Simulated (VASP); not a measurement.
# Ir (Pm-3m) in VASP: a series of runs

The runs below take Ir through single point, with PBEsol.

All numbers are computed with VASP 6.6.1; they aren't measurements. Logs are shortened: lines on timing, memory, paths and dates and some standing lists are left out, and cuts for length are marked.

### 1 The cell of the first run

It takes space group Pm-3m (No. 221, cubic). Conventional cell: a = 2.543 Å, b = 2.543 Å, c = 2.543 Å, α = 90.00°, β = 90.00°, γ = 90.00°. Ir (site symmetry m-3m) has 6 Ir at 2.54 Å within 3.4 Å.

### 2 Single point, PBEsol

Input file INCAR:

```
PREC     = Accurate       # precision mode
ENCUT    = 520            # plane-wave cutoff, eV
EDIFF    = 1E-6           # SCF threshold, eV
ISMEAR   = -1             # smearing method
SIGMA    = 0.1            # smearing width, eV
LREAL    = F              # projectors in reciprocal space
LASPH    = T              # aspherical terms in the spheres
NELM     = 60             # most SCF steps
ALGO     = Normal         # electronic algorithm
ISIF     = 2              # what is computed and relaxed
LWAVE    = F              # write WAVECAR
LCHARG   = F              # write CHGCAR
GGA      = PS             # functional
NBANDS   = 10             # bands
```

Input file KPOINTS:

```
regular mesh
0
Gamma
  13 13 13
```

Input file POSCAR:

```
Ir
1.0
    2.5425875197      0.0000000000      0.0000000000
    0.0000000000      2.5425875197      0.0000000000
    0.0000000000      0.0000000000      2.5425875197
Ir
1
Direct
    0.0000000000      0.0000000000      0.0000000000
```

Potentials or basis: VASP PAW PBE potentials, release 64 (Ir).

The run is started by

```console
cat potpaw_PBE.64/Ir/POTCAR > POTCAR
mpirun -np 1 vasp_std > vasp.out
```

OUTCAR:

```text
PREC = Accurate
   ENCUT = 520
   EDIFF = 1E-6
   ISMEAR = -1
   LREAL = F
   LASPH = T
   NELM = 60
   ISIF = 2
   GGA = PS

 ion  position               nearest neighbor table
   1  0.000  0.000  0.000-

  LATTYP: Found a simple cubic cell.
 ALAT       =     2.5425875197

  Lattice vectors:

 A1 = (   2.5425875197,   0.0000000000,   0.0000000000)
 A2 = (   0.0000000000,   2.5425875197,   0.0000000000)
 A3 = (   0.0000000000,   0.0000000000,   2.5425875197)

Analysis of symmetry for initial positions (statically):
=====================================================================
 Subroutine PRICEL returns:
 Original cell was already a primitive cell.

 Routine SETGRP: Setting up the symmetry group for a
 simple cubic supercell.

 Subroutine GETGRP returns: Found 48 space group operations
 (whereof 48 operations were pure point group operations)
 out of a pool of 48 trial point group operations.

The static configuration has the point symmetry O_h .

Analysis of symmetry for dynamics (positions and initial velocities):
=====================================================================
 Subroutine PRICEL returns:
 Original cell was already a primitive cell.

 Routine SETGRP: Setting up the symmetry group for a
 simple cubic supercell.

 Subroutine GETGRP returns: Found 48 space group operations
 (whereof 48 operations were pure point group operations)
 out of a pool of 48 trial point group operations.

The dynamic configuration has the point symmetry O_h .

 Subroutine INISYM returns: Found 48 space group operations
 (whereof 48 operations are pure point group operations),
 and found     1 'primitive' translations

----------------------------------------------------------------------------------------

                                     Primitive cell

  volume of cell :      16.4372

  direct lattice vectors                    reciprocal lattice vectors
     2.542587520  0.000000000  0.000000000     0.393300129  0.000000000  0.000000000
     0.000000000  2.542587520  0.000000000     0.000000000  0.393300129  0.000000000
     0.000000000  0.000000000  2.542587520     0.000000000  0.000000000  0.393300129

  length of vectors
     2.542587520  2.542587520  2.542587520     0.393300129  0.393300129  0.393300129

  position of ions in fractional coordinates (direct lattice)
     0.000000000  0.000000000  0.000000000

  ion indices of the primitive-cell ions
   primitive index   ion index
                 1           1

----------------------------------------------------------------------------------------

 KPOINTS: regular mesh

Automatic generation of k-mesh.
 Grid dimensions read from file:
 generate k-points for:   13   13   13

 Generating k-lattice:

  Cartesian coordinates                     Fractional coordinates (reciprocal lattice)
     0.030253856  0.000000000  0.000000000     0.076923077  0.000000000  0.000000000
     0.000000000  0.030253856  0.000000000     0.000000000  0.076923077  0.000000000
     0.000000000  0.000000000  0.030253856     0.000000000  0.000000000  0.076923077

  Length of vectors
     0.030253856  0.030253856  0.030253856

  Shift w.r.t. Gamma in fractional coordinates (k-lattice)
     0.000000000  0.000000000  0.000000000

 Subroutine IBZKPT returns following result:
 ===========================================

 Found     84 irreducible k-points:

 Following reciprocal coordinates:
            Coordinates               Weight
  0.000000  0.000000  0.000000      1.000000
  0.076923  0.000000  0.000000      6.000000
  0.153846  0.000000  0.000000      6.000000
  0.230769  0.000000  0.000000      6.000000
  0.307692  0.000000  0.000000      6.000000
  0.384615  0.000000  0.000000      6.000000
[... 16 lines left out ...]
  0.307692  0.307692  0.000000     12.000000
  0.384615  0.307692  0.000000     24.000000
 [... further k-points ...]
   k-points           NKPTS =     84   k-points in BZ     NKDIM =     84   number of bands    NBANDS=     10
   number of dos      NEDOS =    301   number of ions     NIONS =      1
   total plane-waves  NPLWV =   8000
   dimension x,y,z NGX =    20 NGY =   20 NGZ =   20
   dimension x,y,z NGXF=    40 NGYF=   40 NGZF=   40
   ions per type =               1
   NGX,Y,Z   is equivalent  to a cutoff of  13.08, 13.08, 13.08 a.u.
   NGXF,Y,Z  is equivalent  to a cutoff of  26.15, 26.15, 26.15 a.u.
 SYSTEM =  unknown system
   PREC   = accura    normal or accurate (medium, high low for compatibility)
   ISTART =      0    job   : 0-new  1-cont  2-samecut
   ICHARG =      2    charge: 1-file 2-atom 10-const
   ISPIN  =      1    spin polarized calculation?
   LNONCOLLINEAR =      F non collinear calculations
   LSORBIT =      F    spin-orbit coupling
   LASPH  =      T    aspherical Exc in radial PAW
   ENCUT  =  520.0 eV  38.22 Ry    6.18 a.u.   4.73  4.73  4.73*2*pi/ulx,y,z
   NELM   =     60;   NELMIN=  2; NELMDL= -5     # of ELM steps
   EDIFF  = 0.1E-05   stopping-criterion for ELM
   LREAL  =      F    real-space projection
   EDIFFG = 0.1E-04   stopping-criterion for IOM
   NSW    =      0    number of steps for IOM
   IBRION =     -1    ionic relax: 0-MD 1-quasi-New 2-CG
   NFREE  =      0    steps in history (QN), initial steepest desc. (CG)
   ISIF   =      2    stress and relaxation
   ISYM   =      2    0-nonsym 1-usesym 2-fastsym
   POTIM  = 0.5000    time-step for ionic-motion
   TEBEG  =    0.0;   TEEND  =   0.0 temperature during run
   PSTRESS=    0.0 pullay stress
   NELECT =       9.0000    total number of electrons
   NUPDOWN=      -1.0000    fix difference up-down
   EMIN   =  10.00;   EMAX   =-10.00  energy-range for DOS
   EFERMI =   0.00;   METHOD = LEGACY
   ISMEAR =    -1;   SIGMA  =   0.10  broadening in eV -4-tet -1-fermi 0-gaus
   EFERMI_NEDOS =   21; number of points for ismear=-14 and -15
   IALGO  =     38    algorithm
   IMIX   =      4    mixing-type and parameters
     AMIX     =   0.40;   BMIX     =  1.00
     AMIX_MAG =   1.60;   BMIX_MAG =  1.00
  volume/ion in A,a.u.               =      16.44       110.92
  Fermi-wavevector in a.u.,A,eV,Ry     =   1.339306  2.530921 24.405315  1.793740
  Thomas-Fermi vector in A             =   2.467708
   LORBIT       =      0    0 simple, 1 ext, 2 COOP (PROOUT), +10 PAW based schemes
   GGA     = PS    functional components
   LHFCALC =     F    Hartree Fock is set to
   AEXX    =    0.0000 exact exchange contribution
   IVDW    =     0    specifies the selected vdW correction
   LEPSILON=     F    determine dielectric tensor
   LRPA    =     F    only Hartree local field effects (RPA)
 non-spin polarized calculation
  energy-cutoff  :      520.00
  volume of cell :       16.44
 maximum number of plane-waves:       461
 NGX is ok and might be reduce to    20
   NGX =  9   NGY =  9   NGZ =  9

 number of electron       9.0000002 magnetization

 Free energy of the ion-electron system (eV)
  ---------------------------------------------------
  ext. energy  EPLUGINS =         0.00000000
  ---------------------------------------------------
  free energy    TOTEN  =        -8.74893680 eV

  energy without entropy =       -8.69700545  energy(sigma->0) =       -8.72297112

 E-fermi :   7.7005     XC(G=0): -13.0757

 val. band max:        7.6778273799   @ k =   0.2308   0.0769   0.0000
 cond. band min:       7.7146261622   @ k =   0.2308   0.2308   0.0000
 fundamental gap:      0.0367987823
 Fermi energy:         7.7005150290

 k-point     1 :       0.0000    0.0000    0.0000
  band No.  band energies     occupation
      1      -1.7138      2.00000
      2       1.5137      2.00000
      3       1.5137      2.00000
      4       9.1092      0.00000
      5       9.1092      0.00000
      6       9.1092      0.00000
      7      23.4928      0.00000
      8      23.4928      0.00000
      9      23.4928      0.00000
     10      29.5319      0.00000

 k-point     2 :       0.0769    0.0000    0.0000
  band No.  band energies     occupation
      1      -1.5261      2.00000
      2       1.5537      2.00000
      3       1.6997      2.00000
      4       8.8959      0.00001
      5       8.8959      0.00001
      6       9.1255      0.00000
      7      22.3157      0.00000
      8      23.8497      0.00000
      9      23.8497      0.00000
     10      30.2826      0.00000

 k-point     3 :       0.1538    0.0000    0.0000
  band No.  band energies     occupation
      1      -1.0193      2.00000
      2       1.6664      2.00000
      3       2.2709      2.00000
      4       8.3471      0.00311
      5       8.3471      0.00311
      6       9.1709      0.00000
      7      20.1134      0.00000
      8      24.8139      0.00000
      9      24.8139      0.00000
     10      29.1931      0.00000

 k-point     4 :       0.2308    0.0000    0.0000
  band No.  band energies     occupation
      1      -0.3375      2.00000
      2       1.8302      2.00000
      3       3.2336      2.00000
      4       7.6563      1.21763
      5       7.6563      1.21763
      6       9.2355      0.00000
      7      17.9178      0.00000
      8      26.1515      0.00000
      9      26.1515      0.00000
     10      27.3219      0.00000

 k-point     5 :       0.3077    0.0000    0.0000
  band No.  band energies     occupation
      1       0.3603      2.00000
      2       2.0109      2.00000
      3       4.4877      2.00000
      4       7.0023      1.99814
      5       7.0023      1.99814
      6       9.3050      0.00000
      7      16.0452      0.00000
      8      25.7962      0.00000
      9      27.6229      0.00000
     10      27.6229      0.00000

 k-point     6 :       0.3846    0.0000    0.0000
  band No.  band energies     occupation
      1       0.9429      2.00000
      2       2.1667      2.00000
      3       5.7419      2.00000
      4       6.5079      1.99999
      5       6.5079      1.99999
      6       9.3633      0.00000
      7      14.6758      0.00000
      8      24.7219      0.00000
      9      28.9963      0.00000
     10      28.9973      0.00000
[... 183 lines left out ...]
 k-point    21 :       0.3846    0.2308    0.0000
  band No.  band energies     occupation
      1       1.8848      2.00000
      2       3.0151      2.00000
      3       4.6699      2.00000
      4       6.7310      1.99988
      5       8.0540      0.05669
      6       8.1301      0.02688
      7      15.7001      0.00000
      8      22.4867      0.00000
      9      26.0737      0.00000
     10      29.4942      0.00000

 k-point    22 :       0.4615    0.2308    0.0000
  band No.  band energies     occupation
      1       2.1725      2.00000
      2       2.8875      2.00000
      3       4.5998      2.00000
      4       6.4777      1.99999
      5       8.1005      0.03598
      6       9.7022      0.00000
      7      14.1475      0.00000
      8      23.8407      0.00000
      9      25.1382      0.00000
     10      27.6741      0.00000

 k-point    23 :       0.3077    0.3077    0.0000
  band No.  band energies     occupation
      1       1.8085      2.00000
      2       2.8177      2.00000
      3       5.9153      2.00000
      4       6.9469      1.99893
      5       7.2296      1.98213
      6       7.4461      1.85434
      7      17.5649      0.00000
      8      20.1911      0.00000
      9      26.4460      0.00000
     10      31.4695      0.00000

 k-point    24 :       0.3846    0.3077    0.0000
  band No.  band energies     occupation
      1       2.0122      2.00000
      2       2.5331      2.00000
      3       6.3881      2.00000
      4       6.8542      1.99958
      5       7.4479      1.85197
      6       8.6120      0.00022
      7      15.9488      0.00000
      8      20.8830      0.00000
      9      25.3778      0.00000
     10      29.7290      0.00000

 [... further k-points ...]
[... 5 lines left out ...]
  --------------------------------------------------------------------------------------
  -------------------------------------------------------------------------------------
  Total        0.0456428      0.0456428      0.0456428     -0.0000000      0.0000000     -0.0000000
  in kB        4.4489286      4.4489286      4.4489286     -0.0000000      0.0000000     -0.0000000
  external PRESSURE =       4.4489286 kB  Pullay stress =       0.0000000 kB

 VOLUME and BASIS-vectors are now :
 -----------------------------------------------------------------------------
  energy-cutoff  :      520.00
  volume of cell :       16.44
      direct lattice vectors                 reciprocal lattice vectors
     2.542587520  0.000000000  0.000000000     0.393300129  0.000000000  0.000000000
     0.000000000  2.542587520  0.000000000     0.000000000  0.393300129  0.000000000
     0.000000000  0.000000000  2.542587520     0.000000000  0.000000000  0.393300129

 POSITION                                       TOTAL-FORCE (eV/Angst)
 -----------------------------------------------------------------------------------
      0.00000      0.00000      0.00000         0.000000      0.000000      0.000000
 -----------------------------------------------------------------------------------
    total drift:                               -0.000000     -0.000000     -0.000000

  FREE ENERGIE OF THE ION-ELECTRON SYSTEM (eV)
  ---------------------------------------------------
  free  energy   TOTEN  =        -8.7489367962 eV

  energy  without entropy=       -8.6970054524  energy(sigma->0) =       -8.72297112
```

It took 6.9 s on 1 thread of AMD EPYC 7R13 (Zen 3), shared host; peak memory 0.1 GiB.

Results:

```yaml
Free_energy: -8.7489 eV
Pressure: 0.4 GPa
```

Levels at points of the mesh, in eV from the Fermi level:
| k point | band 1 | band 2 | band 3 | band 4 | band 5 | band 6 | band 7 | band 8 |
| --- | --- | --- | --- | --- | --- | --- | --- | --- |
| (0.00, 0.00, 0.00) | -9.41 | -6.19 | -6.19 | 1.41 | 1.41 | 1.41 | 15.79 | 15.79 |

Caveat: the PAW data sets were made with another functional, which shifts forces and pressure a little; spin-orbit coupling is left out, which moves the levels of the heavy elements.

### 3 Single point, PBEsol (volume scaled by 0.88)

Input file INCAR:

```
SYSTEM = Ir
ALGO = Normal ; EDIFF = 1E-6
ENCUT = 520 ; GGA = PS
ISIF = 2 ; ISMEAR = -1
LASPH = .True. ; LCHARG = .True.
LELF = .True. ; LREAL = .False.
LVHAR = .True. ; LWAVE = .False.
NBANDS = 10 ; NELM = 60
PREC = Accurate ; SIGMA = 0.1
```

Input file KPOINTS:

```
k-points
0
Gamma
  14 14 14
  0 0 0
```

Input file POSCAR:

```
Ir
1.0
    2.4365208661      0.0000000000      0.0000000000
    0.0000000000      2.4365208661      0.0000000000
    0.0000000000      0.0000000000      2.4365208661
Ir
1
Direct
    0.0000000000      0.0000000000      0.0000000000
```

Potentials or basis: VASP PAW PBE potentials, release 64 (Ir).

The run is started by

```console
cat potpaw_PBE.64/Ir/POTCAR > POTCAR
mpirun -np 1 vasp_std > vasp.out
```

Run time: 8.5 s. Hardware: 1 thread of AMD EPYC 7R13 (Zen 3), shared host; peak memory 0.1 GiB.

Results (log left out):

* Free energy: -8.4942 eV
* Pressure: 48.2 GPa

Levels at points of the mesh, in eV from the Fermi level:
| k point | band 1 | band 2 | band 3 | band 4 | band 5 | band 6 | band 7 | band 8 | band 9 |
| --- | --- | --- | --- | --- | --- | --- | --- | --- | --- |
| (0.00, 0.00, 0.00) | -10.67 | -7.45 | -7.45 | 1.72 | 1.72 | 1.72 | 16.62 | 16.62 | 16.62 |
| (0.50, 0.00, 0.00) | -7.35 | -6.54 | -1.89 | -1.89 | -1.56 | 2.10 | 7.34 | 16.39 | 21.34 |
| (0.50, 0.50, 0.00) | -8.16 | -5.73 | -1.19 | -1.19 | 4.34 | 4.75 | 4.75 | 13.92 | 15.36 |
| (0.50, 0.50, 0.50) | -6.59 | -6.59 | -6.59 | 4.60 | 4.60 | 8.53 | 12.30 | 12.30 | 12.30 |

Caveat: the PAW data sets were made with another functional, which shifts forces and pressure a little; spin-orbit coupling is left out, which moves the levels of the heavy elements.
